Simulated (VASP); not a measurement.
# As (R-3m) in VASP: a series of runs

Runs on As. Level: PBE. Tasks: single point.

All numbers are computed with VASP 6.6.1; they aren't measurements. Logs are shortened: lines on timing, memory, paths and dates and some standing lists are left out, and cuts for length are marked.

## Step 1: The cell of the first run

The structure is trigonal, space group R-3m (No. 166). Conventional cell: a = 3.807 Å, b = 3.807 Å, c = 10.824 Å, α = 90.00°, β = 90.00°, γ = 120.00°. As (site symmetry 3m) has 6 As at 2.55 to 3.19 Å within 3.4 Å.

## Step 2: Single point, PBE

File INCAR:

```
SYSTEM = As
ALGO = Normal
EDIFF = 1E-6
ENCUT = 520
GGA = PE
ISIF = 2
ISMEAR = -1
LASPH = .TRUE.
LCHARG = .FALSE.
LREAL = .FALSE.
LWAVE = .FALSE.
NBANDS = 12
NELM = 100
PREC = Accurate
SIGMA = 0.1
```

File KPOINTS:

```
k-points
0
G
  10 10 10
  0 0 0
```

File POSCAR:

```
As
1.0
    1.9036109523      1.0990502958      3.6081612956
   -1.9036109523      1.0990502958      3.6081612956
    0.0000000000     -2.1981005915      3.6081612956
As
2
Direct
    0.7737100447      0.7737100447      0.7737100447
    0.2262899553      0.2262899553      0.2262899553
```

Potentials or basis: VASP PAW PBE potentials, release 64 (As).

Started as:

```
$ cat potpaw_PBE.64/As/POTCAR > POTCAR
$ mpirun -np 1 vasp_std > vasp.out
```

OUTCAR:

```text
SYSTEM = As
   EDIFF = 1E-6
   ENCUT = 520
   GGA = PE
   ISIF = 2
   ISMEAR = -1
   LASPH = .TRUE.
   LREAL = .FALSE.
   NELM = 100
   PREC = Accurate

 ion  position               nearest neighbor table
   1  0.774  0.774  0.774-   2 2.55   2 2.55   2 2.55
   2  0.226  0.226  0.226-   1 2.55   1 2.55   1 2.55

  LATTYP: Found a trigonal (rhomboedric) cell.
 ALAT       =     4.2249821474
 COS(alpha) =     0.5939900948

  Lattice vectors:

 A1 = (   1.9036109523,   1.0990502958,   3.6081612956)
 A2 = (  -1.9036109523,   1.0990502958,   3.6081612956)
 A3 = (   0.0000000000,  -2.1981005915,   3.6081612956)

Analysis of symmetry for initial positions (statically):
=====================================================================
 Subroutine PRICEL returns:
 Original cell was already a primitive cell.

 Routine SETGRP: Setting up the symmetry group for a
 trigonal (rhombohedral) supercell.

 Subroutine GETGRP returns: Found 12 space group operations
 (whereof 12 operations were pure point group operations)
 out of a pool of 12 trial point group operations.

The static configuration has the point symmetry D_3d.

Analysis of symmetry for dynamics (positions and initial velocities):
=====================================================================
 Subroutine PRICEL returns:
 Original cell was already a primitive cell.

 Routine SETGRP: Setting up the symmetry group for a
 trigonal (rhombohedral) supercell.

 Subroutine GETGRP returns: Found 12 space group operations
 (whereof 12 operations were pure point group operations)
 out of a pool of 12 trial point group operations.

The dynamic configuration has the point symmetry D_3d.

 Subroutine INISYM returns: Found 12 space group operations
 (whereof 12 operations are pure point group operations),
 and found     1 'primitive' translations

----------------------------------------------------------------------------------------

                                     Primitive cell

  volume of cell :      45.2932

  direct lattice vectors                    reciprocal lattice vectors
     1.903610952  1.099050296  3.608161296     0.262658712  0.151646078  0.092383158
    -1.903610952  1.099050296  3.608161296    -0.262658712  0.151646078  0.092383158
     0.000000000 -2.198100591  3.608161296     0.000000000 -0.303292156  0.092383158

  length of vectors
     4.224982147  4.224982147  4.224982147     0.317050121  0.317050121  0.317050121

  position of ions in fractional coordinates (direct lattice)
     0.773710045  0.773710045  0.773710045
[... 77 lines left out ...]
   NELM   =    100;   NELMIN=  2; NELMDL= -5     # of ELM steps
   EDIFF  = 0.1E-05   stopping-criterion for ELM
   LREAL  =      F    real-space projection
[... 7 lines left out ...]
   TEBEG  =    0.0;   TEEND  =   0.0 temperature during run
   PSTRESS=    0.0 pullay stress
   NELECT =      10.0000    total number of electrons
   NUPDOWN=      -1.0000    fix difference up-down
   EMIN   =  10.00;   EMAX   =-10.00  energy-range for DOS
   EFERMI =   0.00;   METHOD = LEGACY
   ISMEAR =    -1;   SIGMA  =   0.10  broadening in eV -4-tet -1-fermi 0-gaus
   EFERMI_NEDOS =   21; number of points for ismear=-14 and -15
   IALGO  =     38    algorithm
   IMIX   =      4    mixing-type and parameters
     AMIX     =   0.40;   BMIX     =  1.00
     AMIX_MAG =   1.60;   BMIX_MAG =  1.00
  volume/ion in A,a.u.               =      22.65       152.83
  Fermi-wavevector in a.u.,A,eV,Ry     =   0.989458  1.869804 13.320461  0.979026
  Thomas-Fermi vector in A             =   2.121058
   LORBIT       =      0    0 simple, 1 ext, 2 COOP (PROOUT), +10 PAW based schemes
   GGA     = PE    functional components
[... 5 lines left out ...]
 non-spin polarized calculation
  energy-cutoff  :      520.00
  volume of cell :       45.29
 maximum number of plane-waves:      1235
   NGX = 15   NGY = 15   NGZ = 15

 number of electron      10.0000000 magnetization

 number of electron       9.9999999 magnetization

 Free energy of the ion-electron system (eV)
  ---------------------------------------------------
  ext. energy  EPLUGINS =         0.00000000
  ---------------------------------------------------
  free energy    TOTEN  =        -9.34977696 eV

  energy without entropy =       -9.34258173  energy(sigma->0) =       -9.34617935

 E-fermi :   4.9962     XC(G=0):  -9.7437

 val. band max:        4.9542896314   @ k =   0.4000   0.1000   0.1000
 cond. band min:       5.0190833242   @ k =   0.4000   0.3000   0.3000
 fundamental gap:      0.0647936928
 Fermi energy:         4.9961551769

 k-point     1 :       0.0000    0.0000    0.0000
  band No.  band energies     occupation
      1      -9.7110      2.00000
      2      -1.1673      2.00000
      3       2.4840      2.00000
      4       3.0505      2.00000
      5       3.0505      2.00000
      6       6.5364      0.00000
      7       7.7360      0.00000
      8       7.7360      0.00000
      9      11.8811      0.00000
     10      11.8811      0.00000
     11      12.2469      0.00000
     12      13.6569      0.00000
[... 331 lines left out ...]
 k-point    24 :       0.4000    0.3000   -0.0000
  band No.  band energies     occupation
      1      -7.9070      2.00000
      2      -4.0649      2.00000
      3       0.0075      2.00000
      4       1.2123      2.00000
      5       1.9078      2.00000
      6       7.2241      0.00000
      7       9.0349      0.00000
      8       9.2312      0.00000
      9      10.5359      0.00000
     10      15.1977      0.00000
     11      15.3753      0.00000
     12      16.1511      0.00000

 [... further k-points ...]

------------------------ aborting loop because EDIFF is reached ----------------------------------------

  FORCE on cell =-STRESS in cart. coord.  units (eV):
  Direction    XX          YY          ZZ          XY          YZ          ZX
  --------------------------------------------------------------------------------------
  -------------------------------------------------------------------------------------
  Total        0.0811872      0.0811872      0.0539983      0.0000000      0.0000000      0.0000000
  in kB        2.8718741      2.8718741      1.9101068      0.0000000      0.0000000      0.0000000
  external PRESSURE =       2.5512850 kB  Pullay stress =       0.0000000 kB

 VOLUME and BASIS-vectors are now :
 -----------------------------------------------------------------------------
  energy-cutoff  :      520.00
  volume of cell :       45.29
      direct lattice vectors                 reciprocal lattice vectors
     1.903610952  1.099050296  3.608161296     0.262658712  0.151646078  0.092383158
    -1.903610952  1.099050296  3.608161296    -0.262658712  0.151646078  0.092383158
     0.000000000 -2.198100591  3.608161296     0.000000000 -0.303292156  0.092383158

 POSITION                                       TOTAL-FORCE (eV/Angst)
 -----------------------------------------------------------------------------------
      0.00000      0.00000      8.37501         0.000000     -0.000000     -0.049335
      0.00000      0.00000      2.44947         0.000000      0.000000      0.049335
 -----------------------------------------------------------------------------------
    total drift:                                0.000000     -0.000000      0.000000

  FREE ENERGIE OF THE ION-ELECTRON SYSTEM (eV)
  ---------------------------------------------------
  free  energy   TOTEN  =        -9.3497769603 eV

  energy  without entropy=       -9.3425817347  energy(sigma->0) =       -9.34617935
```

stdout:

```text
POSCAR found type information on POSCAR As
 POSCAR found :  1 types and       2 ions
 scaLAPACK will be used
 LDA part: xc-table for (Slater+PW92), standard interpolation
 POSCAR, INCAR and KPOINTS ok, starting setup
 FFT: planning ... GRIDC
 FFT: planning ... GRID_SOFT
 FFT: planning ... GRID
 WAVECAR not read
 entering main loop
```

Run time: 63 s. Hardware: 1 thread of Intel Xeon 8259CL, shared host; peak memory 0.2 GiB.

Results:

- Free energy: -9.3498 eV
- Pressure: 0.3 GPa
- Largest force: 0.049 eV/Å
- Band gap on the k mesh: zero (bands 5 and 6 overlap by 0.40 eV)

Forces on the atoms (eV/Å):
```
As   0.000  0.000 -0.049
As   0.000  0.000  0.049
```

## Step 3: Single point, PBE

File INCAR:

```
SYSTEM = As
PREC = Accurate
ENCUT = 520
EDIFF = 1E-6
ISMEAR = -1
SIGMA = 0.01
LREAL = .False.
LASPH = .True.
NELM = 100
ALGO = Normal
ISIF = 2
LWAVE = .False.
LCHARG = .True.
GGA = PE
LELF = .True.
LVHAR = .True.
NBANDS = 12
```

File KPOINTS:

```
regular mesh
0
Gamma
  10 10 10
  0 0 0
```

POSCAR is that of step 2.

Potentials or basis: VASP PAW PBE potentials, release 64 (As).

Started as:

```
$ cat potpaw_PBE.64/As/POTCAR > POTCAR
$ mpirun -np 1 vasp_std > vasp.out
```

OUTCAR:

```text
SYSTEM = As
   PREC = Accurate
   ENCUT = 520
   EDIFF = 1E-6
   ISMEAR = -1
   LREAL = .False.
   LASPH = .True.
   NELM = 100
   ISIF = 2
   GGA = PE

 ion  position               nearest neighbor table
   1  0.774  0.774  0.774-   2 2.55   2 2.55   2 2.55
   2  0.226  0.226  0.226-   1 2.55   1 2.55   1 2.55

  LATTYP: Found a trigonal (rhomboedric) cell.
 ALAT       =     4.2249821474
 COS(alpha) =     0.5939900948

  Lattice vectors:

 A1 = (   1.9036109523,   1.0990502958,   3.6081612956)
 A2 = (  -1.9036109523,   1.0990502958,   3.6081612956)
 A3 = (   0.0000000000,  -2.1981005915,   3.6081612956)

Analysis of symmetry for initial positions (statically):
=====================================================================
 Subroutine PRICEL returns:
 Original cell was already a primitive cell.

 Routine SETGRP: Setting up the symmetry group for a
 trigonal (rhombohedral) supercell.

 Subroutine GETGRP returns: Found 12 space group operations
 (whereof 12 operations were pure point group operations)
 out of a pool of 12 trial point group operations.

The static configuration has the point symmetry D_3d.

Analysis of symmetry for dynamics (positions and initial velocities):
=====================================================================
 Subroutine PRICEL returns:
 Original cell was already a primitive cell.

 Routine SETGRP: Setting up the symmetry group for a
 trigonal (rhombohedral) supercell.

 Subroutine GETGRP returns: Found 12 space group operations
 (whereof 12 operations were pure point group operations)
 out of a pool of 12 trial point group operations.

The dynamic configuration has the point symmetry D_3d.

 Subroutine INISYM returns: Found 12 space group operations
 (whereof 12 operations are pure point group operations),
 and found     1 'primitive' translations

----------------------------------------------------------------------------------------

                                     Primitive cell

  volume of cell :      45.2932

  direct lattice vectors                    reciprocal lattice vectors
     1.903610952  1.099050296  3.608161296     0.262658712  0.151646078  0.092383158
    -1.903610952  1.099050296  3.608161296    -0.262658712  0.151646078  0.092383158
     0.000000000 -2.198100591  3.608161296     0.000000000 -0.303292156  0.092383158

  length of vectors
     4.224982147  4.224982147  4.224982147     0.317050121  0.317050121  0.317050121

  position of ions in fractional coordinates (direct lattice)
     0.773710045  0.773710045  0.773710045
     0.226289955  0.226289955  0.226289955

  ion indices of the primitive-cell ions
   primitive index   ion index
                 1           1
                 2           2

----------------------------------------------------------------------------------------

 KPOINTS: regular mesh

Automatic generation of k-mesh.
 Grid dimensions read from file:
 generate k-points for:   10   10   10

 Generating k-lattice:

  Cartesian coordinates                     Fractional coordinates (reciprocal lattice)
     0.026265871  0.015164608  0.009238316     0.100000000  0.000000000  0.000000000
    -0.026265871  0.015164608  0.009238316     0.000000000  0.100000000  0.000000000
     0.000000000 -0.030329216  0.009238316    -0.000000000 -0.000000000  0.100000000

  Length of vectors
     0.031705012  0.031705012  0.031705012

  Shift w.r.t. Gamma in fractional coordinates (k-lattice)
     0.000000000  0.000000000  0.000000000

 Subroutine IBZKPT returns following result:
 ===========================================

 Found    116 irreducible k-points:

 Following reciprocal coordinates:
            Coordinates               Weight
  0.000000  0.000000  0.000000      1.000000
  0.100000  0.000000  0.000000      6.000000
  0.200000  0.000000  0.000000      6.000000
  0.300000 -0.000000 -0.000000      6.000000
  0.400000  0.000000  0.000000      6.000000
  0.500000  0.000000  0.000000      3.000000
[... 16 lines left out ...]
  0.300000  0.300000 -0.000000      6.000000
  0.400000  0.300000 -0.000000     12.000000
 [... further k-points ...]
   k-points           NKPTS =    116   k-points in BZ     NKDIM =    116   number of bands    NBANDS=     12
   number of dos      NEDOS =    301   number of ions     NIONS =      2
   total plane-waves  NPLWV =  32768
   dimension x,y,z NGX =    32 NGY =   32 NGZ =   32
   dimension x,y,z NGXF=    64 NGYF=   64 NGZF=   64
   ions per type =               2
   NGX,Y,Z   is equivalent  to a cutoff of  12.59, 12.59, 12.59 a.u.
   NGXF,Y,Z  is equivalent  to a cutoff of  25.18, 25.18, 25.18 a.u.
 SYSTEM =  As
   PREC   = accura    normal or accurate (medium, high low for compatibility)
   ISTART =      0    job   : 0-new  1-cont  2-samecut
   ICHARG =      2    charge: 1-file 2-atom 10-const
   ISPIN  =      1    spin polarized calculation?
   LNONCOLLINEAR =      F non collinear calculations
   LSORBIT =      F    spin-orbit coupling
   LASPH  =      T    aspherical Exc in radial PAW
   ENCUT  =  520.0 eV  38.22 Ry    6.18 a.u.   7.86  7.86  7.86*2*pi/ulx,y,z
   NELM   =    100;   NELMIN=  2; NELMDL= -5     # of ELM steps
   EDIFF  = 0.1E-05   stopping-criterion for ELM
   LREAL  =      F    real-space projection
[... 7 lines left out ...]
   TEBEG  =    0.0;   TEEND  =   0.0 temperature during run
   PSTRESS=    0.0 pullay stress
   NELECT =      10.0000    total number of electrons
   NUPDOWN=      -1.0000    fix difference up-down
   EMIN   =  10.00;   EMAX   =-10.00  energy-range for DOS
   EFERMI =   0.00;   METHOD = LEGACY
   ISMEAR =    -1;   SIGMA  =   0.01  broadening in eV -4-tet -1-fermi 0-gaus
   EFERMI_NEDOS =   21; number of points for ismear=-14 and -15
   IALGO  =     38    algorithm
   IMIX   =      4    mixing-type and parameters
     AMIX     =   0.40;   BMIX     =  1.00
     AMIX_MAG =   1.60;   BMIX_MAG =  1.00
  volume/ion in A,a.u.               =      22.65       152.83
  Fermi-wavevector in a.u.,A,eV,Ry     =   0.989458  1.869804 13.320461  0.979026
  Thomas-Fermi vector in A             =   2.121058
   LORBIT       =      0    0 simple, 1 ext, 2 COOP (PROOUT), +10 PAW based schemes
   GGA     = PE    functional components
[... 5 lines left out ...]
 non-spin polarized calculation
  energy-cutoff  :      520.00
  volume of cell :       45.29
 maximum number of plane-waves:      1235
   NGX = 15   NGY = 15   NGZ = 15

 number of electron      10.0000000 magnetization

 number of electron       9.9999999 magnetization

 Free energy of the ion-electron system (eV)
  ---------------------------------------------------
  ext. energy  EPLUGINS =         0.00000000
  ---------------------------------------------------
  free energy    TOTEN  =        -9.34610842 eV

  energy without entropy =       -9.34595714  energy(sigma->0) =       -9.34603278

 E-fermi :   5.0116     XC(G=0):  -9.7435

 val. band max:        4.9544808336   @ k =   0.4000   0.1000   0.1000
 cond. band min:       5.0191266504   @ k =   0.4000   0.3000   0.3000
 fundamental gap:      0.0646458168
 Fermi energy:         5.0115744163

 k-point     1 :       0.0000    0.0000    0.0000
  band No.  band energies     occupation
      1      -9.7108      2.00000
      2      -1.1668      2.00000
      3       2.4844      2.00000
      4       3.0506      2.00000
      5       3.0506      2.00000
      6       6.5361      0.00000
      7       7.7363      0.00000
      8       7.7363      0.00000
      9      11.8813      0.00000
     10      11.8813      0.00000
     11      12.2475      0.00000
     12      13.6575      0.00000

 k-point     2 :       0.1000    0.0000    0.0000
  band No.  band energies     occupation
      1      -9.5828      2.00000
      2      -1.5524      2.00000
      3       2.5312      2.00000
      4       2.9304      2.00000
      5       2.9490      2.00000
      6       6.7753      0.00000
      7       7.4727      0.00000
      8       7.6505      0.00000
      9      11.0699      0.00000
     10      11.6679      0.00000
     11      11.7693      0.00000
     12      14.3515      0.00000
[... 316 lines left out ...]
 k-point    24 :       0.4000    0.3000   -0.0000
  band No.  band energies     occupation
      1      -7.9068      2.00000
      2      -4.0646      2.00000
      3       0.0077      2.00000
      4       1.2125      2.00000
      5       1.9082      2.00000
      6       7.2242      0.00000
      7       9.0352      0.00000
      8       9.2316      0.00000
      9      10.5363      0.00000
     10      15.1980      0.00000
     11      15.3755      0.00000
     12      16.1514      0.00000

 [... further k-points ...]

------------------------ aborting loop because EDIFF is reached ----------------------------------------

  FORCE on cell =-STRESS in cart. coord.  units (eV):
  Direction    XX          YY          ZZ          XY          YZ          ZX
  --------------------------------------------------------------------------------------
  -------------------------------------------------------------------------------------
  Total        0.0889030      0.0889030      0.0326024      0.0000000      0.0000000      0.0000000
  in kB        3.1448056      3.1448056      1.1532596      0.0000000      0.0000000      0.0000000
  external PRESSURE =       2.4809569 kB  Pullay stress =       0.0000000 kB

 VOLUME and BASIS-vectors are now :
 -----------------------------------------------------------------------------
  energy-cutoff  :      520.00
  volume of cell :       45.29
      direct lattice vectors                 reciprocal lattice vectors
     1.903610952  1.099050296  3.608161296     0.262658712  0.151646078  0.092383158
    -1.903610952  1.099050296  3.608161296    -0.262658712  0.151646078  0.092383158
     0.000000000 -2.198100591  3.608161296     0.000000000 -0.303292156  0.092383158

 POSITION                                       TOTAL-FORCE (eV/Angst)
 -----------------------------------------------------------------------------------
      0.00000      0.00000      8.37501         0.000000     -0.000000     -0.050404
      0.00000      0.00000      2.44947         0.000000      0.000000      0.050404
 -----------------------------------------------------------------------------------
    total drift:                                0.000000     -0.000000      0.000000

  FREE ENERGIE OF THE ION-ELECTRON SYSTEM (eV)
  ---------------------------------------------------
  free  energy   TOTEN  =        -9.3461084235 eV

  energy  without entropy=       -9.3459571426  energy(sigma->0) =       -9.34603278
```

OSZICAR:

```text
N       E                     dE             d eps       ncg     rms          rms(c)
DAV:   1     0.285596341892E+02    0.28560E+02   -0.41022E+03  2784   0.685E+02
DAV:   2    -0.775409612397E+01   -0.36314E+02   -0.34809E+02  3804   0.111E+02
DAV:   3    -0.935130187445E+01   -0.15972E+01   -0.15872E+01  3532   0.236E+01
DAV:   4    -0.935934922352E+01   -0.80473E-02   -0.80467E-02  3152   0.193E+00
DAV:   5    -0.935937209610E+01   -0.22873E-04   -0.22872E-04  3548   0.110E-01    0.313E+00
DAV:   6    -0.935053153363E+01    0.88406E-02   -0.49636E-03  3132   0.442E-01    0.188E+00
DAV:   7    -0.934591811008E+01    0.46134E-02   -0.11484E-02  3236   0.686E-01    0.907E-02
DAV:   8    -0.934605470571E+01   -0.13660E-03   -0.43291E-04  3392   0.123E-01    0.334E-02
DAV:   9    -0.934610860193E+01   -0.53896E-04   -0.69547E-05  3272   0.527E-02    0.119E-02
DAV:  10    -0.934610842347E+01    0.17846E-06   -0.47290E-06  3356   0.123E-02
   1 F= -.93461084E+01 E0= -.93460328E+01  d E =-.151281E-03
```

It took 63 s on 1 thread of Intel Xeon 8259CL, shared host; peak memory 0.2 GiB.

What came out:

```yaml
Free_energy: -9.3461 eV
Pressure: 0.2 GPa
Largest_force: 0.050 eV/Å
Band_gap_on_the_k_mesh: zero (bands 5 and 6 overlap by 0.40 eV)
```

Forces in eV/Å, atoms in the order of the input:
```
As   0.000  0.000 -0.050
As   0.000  0.000  0.050
```

(Continued in part 2 of 2.)
